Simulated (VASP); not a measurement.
# Ir (Fm-3m) in VASP: a series of runs, part 2 of 2

VASP 6.6.1. The steps go on from the part before.

## 4. Single point, r2SCAN

This run uses another cell than the first one, of 14.19 Å³/atom, 1.030 times its volume.

Input file POSCAR:

```
Ir
1.0
    0.0000000000      1.9216558660      1.9216558660
    1.9216558660      0.0000000000      1.9216558660
    1.9216558660      1.9216558660      0.0000000000
Ir
1
Direct
    0.0000000000      0.0000000000      0.0000000000
```

Input file INCAR.step1:

```
SYSTEM = Ir
ALGO = Normal
EDIFF = 1E-5
ENCUT = 550
GGA = PE
GGA_COMPAT = .FALSE.
ISMEAR = -1
LASPH = .TRUE.
LCHARG = .FALSE.
LREAL = .FALSE.
LWAVE = .TRUE.
NBANDS = 10
NELM = 120
PREC = Accurate
SIGMA = 0.05
```

Input file INCAR.step2:

```
SYSTEM = Ir
ALGO = Normal
EDIFF = 1E-6
ENCUT = 550
GGA_COMPAT = .FALSE.
ISIF = 2
ISMEAR = -1
ISTART = 1
LASPH = .TRUE.
LCHARG = .TRUE.
LELF = .TRUE.
LMIXTAU = .TRUE.
LREAL = .FALSE.
LVHAR = .TRUE.
LWAVE = .FALSE.
METAGGA = R2SCAN
NBANDS = 10
NELM = 120
PREC = Accurate
SIGMA = 0.05
```

Input file KPOINTS:

```
k-points
0
G
  12 12 12
  0 0 0
```

Potentials or basis: VASP PAW PBE potentials, release 64 (Ir).

Started as:

```bash
$ cat potpaw_PBE.64/Ir/POTCAR > POTCAR
$ cp INCAR.step1 INCAR
$ mpirun -np 1 vasp_std > vasp.out
$ cp INCAR.step2 INCAR
$ mpirun -np 1 vasp_std > vasp.out
```

OUTCAR:

```text
SYSTEM = Ir
   EDIFF = 1E-6
   ENCUT = 550
   ISIF = 2
   ISMEAR = -1
   ISTART = 1
   LASPH = .TRUE.
   LREAL = .FALSE.
   METAGGA = R2SCAN
   NELM = 120
   PREC = Accurate

 ion  position               nearest neighbor table
   1  0.000  0.000  0.000-

  LATTYP: Found a face centered cubic cell.
 ALAT       =     3.8433117320

  Lattice vectors:

 A1 = (   0.0000000000,   1.9216558660,   1.9216558660)
 A2 = (   1.9216558660,   0.0000000000,   1.9216558660)
 A3 = (   1.9216558660,   1.9216558660,   0.0000000000)

Analysis of symmetry for initial positions (statically):
[... 5 lines left out ...]
 face centered cubic supercell.

 Subroutine GETGRP returns: Found 48 space group operations
 (whereof 48 operations were pure point group operations)
 out of a pool of 48 trial point group operations.

The static configuration has the point symmetry O_h .

Analysis of symmetry for dynamics (positions and initial velocities):
[... 5 lines left out ...]
 face centered cubic supercell.

 Subroutine GETGRP returns: Found 48 space group operations
 (whereof 48 operations were pure point group operations)
 out of a pool of 48 trial point group operations.

The dynamic configuration has the point symmetry O_h .

 Subroutine INISYM returns: Found 48 space group operations
 (whereof 48 operations are pure point group operations),
 and found     1 'primitive' translations

----------------------------------------------------------------------------------------

                                     Primitive cell

  volume of cell :      14.1924

  direct lattice vectors                    reciprocal lattice vectors
     0.000000000  1.921655866  1.921655866    -0.260192269  0.260192269  0.260192269
     1.921655866  0.000000000  1.921655866     0.260192269 -0.260192269  0.260192269
     1.921655866  1.921655866  0.000000000     0.260192269  0.260192269 -0.260192269

  length of vectors
     2.717631788  2.717631788  2.717631788     0.450666230  0.450666230  0.450666230

  position of ions in fractional coordinates (direct lattice)
[... 89 lines left out ...]
   NUPDOWN=      -1.0000    fix difference up-down
   EMIN   =  10.00;   EMAX   =-10.00  energy-range for DOS
[... 5 lines left out ...]
     AMIX     =   0.40;   BMIX     =  1.00
     AMIX_MAG =   1.60;   BMIX_MAG =  1.00
  volume/ion in A,a.u.               =      14.19        95.78
  Fermi-wavevector in a.u.,A,eV,Ry     =   1.406490  2.657881 26.915246  1.978215
  Thomas-Fermi vector in A             =   2.528845
   LORBIT       =      0    0 simple, 1 ext, 2 COOP (PROOUT), +10 PAW based schemes
   METAGGA = R2SCAN    functional components
   LHFCALC =     F    Hartree Fock is set to
   AEXX    =    0.0000 exact exchange contribution
   IVDW    =     0    specifies the selected vdW correction
   LEPSILON=     F    determine dielectric tensor
   LRPA    =     F    only Hartree local field effects (RPA)
 non-spin polarized calculation
  energy-cutoff  :      550.00
  volume of cell :       14.19
 maximum number of plane-waves:       444
 NGX is ok and might be reduce to    24
   NGX = 11   NGY = 11   NGZ = 11

 number of electron       9.0000000 magnetization

 Free energy of the ion-electron system (eV)
  ---------------------------------------------------
  ext. energy  EPLUGINS =         0.00000000
  ---------------------------------------------------
  free energy    TOTEN  =       -52.38529114 eV

  energy without entropy =      -52.38062257  energy(sigma->0) =      -52.38295686

 E-fermi :  10.1512     XC(G=0): -15.3081

 val. band max:       10.1471197503   @ k =  -0.2500   0.0833   0.0000
 cond. band min:      10.1759879471   @ k =  -0.3333   0.3333   0.0000
 fundamental gap:      0.0288681969
 Fermi energy:        10.1511798100

 k-point     1 :       0.0000    0.0000    0.0000
  band No.  band energies     occupation
      1      -1.3736      2.00000
      2       6.1367      2.00000
      3       6.1367      2.00000
      4       6.1367      2.00000
      5       8.8366      2.00000
      6       8.8366      2.00000
      7      25.2347      0.00000
      8      31.0743      0.00000
      9      31.0743      0.00000
     10      31.0743      0.00000
[... 287 lines left out ...]
 k-point    24 :      -0.4167    0.1667    0.0000
  band No.  band energies     occupation
      1       2.7187      2.00000
      2       5.2107      2.00000
      3       6.8355      2.00000
      4       7.0653      2.00000
      5      10.5976      0.00027
      6      14.0838      0.00000
      7      17.7428      0.00000
      8      26.2456      0.00000
      9      28.5509      0.00000
     10      30.6174      0.00000

 [... further k-points ...]
[... 5 lines left out ...]
  --------------------------------------------------------------------------------------
  -------------------------------------------------------------------------------------
  Total        0.2116209      0.2116209      0.2116209     -0.0000000     -0.0000000      0.0000000
  in kB       23.8897879     23.8897879     23.8897879     -0.0000000     -0.0000000      0.0000000
  external PRESSURE =      23.8897879 kB  Pullay stress =       0.0000000 kB

 VOLUME and BASIS-vectors are now :
 -----------------------------------------------------------------------------
  energy-cutoff  :      550.00
  volume of cell :       14.19
      direct lattice vectors                 reciprocal lattice vectors
     0.000000000  1.921655866  1.921655866    -0.260192269  0.260192269  0.260192269
     1.921655866  0.000000000  1.921655866     0.260192269 -0.260192269  0.260192269
     1.921655866  1.921655866  0.000000000     0.260192269  0.260192269 -0.260192269

 POSITION                                       TOTAL-FORCE (eV/Angst)
 -----------------------------------------------------------------------------------
      0.00000      0.00000      0.00000         0.000000      0.000000      0.000000
 -----------------------------------------------------------------------------------
    total drift:                               -0.000000      0.000000      0.000000

  FREE ENERGIE OF THE ION-ELECTRON SYSTEM (eV)
  ---------------------------------------------------
  free  energy   TOTEN  =       -52.3852911400 eV

  energy  without entropy=      -52.3806225743  energy(sigma->0) =      -52.38295686
```

Run time: 53 s. Hardware: 1 thread of Intel Xeon 8259CL, shared host; peak memory 0.16 GiB.

Results:

```
Free energy : -52.3853 eV
Pressure    : 2.4 GPa
```

Caveat: the PAW data sets were made with another functional, which shifts forces and pressure a little; spin-orbit coupling is left out, which moves the levels of the heavy elements.

## 5. Summary

```tsv
level	cell	k mesh	cutoff (eV)	grid for exact exchange (PRECFOCK)	screening parameter	gap on the mesh (eV)	pressure (GPa)
HSE06	a = 2.691 Å, angles 60.0°, 1 atom	8 × 8 × 8	520	Normal	0.2079 1/Å	none	10.4
PBE0	a = 2.691 Å, angles 60.0°, 1 atom	8 × 8 × 8	520	Normal	-	none	10.4
r2SCAN	a = 2.718 Å, angles 60.0°, 1 atom	12 × 12 × 12	550	-	-	none	2.4
```

Alike in all rows: task single point; potentials or basis VASP PAW PBE potentials, release 64 (Ir); no spin polarisation; smearing fermi-dirac 0.05 eV.

Caveats: the PAW data sets were made with another functional, which shifts forces and pressure a little; spin-orbit coupling is left out, which moves the levels of the heavy elements.

Total energies depend on the potentials used, so only differences within one code and one set of settings carry meaning.
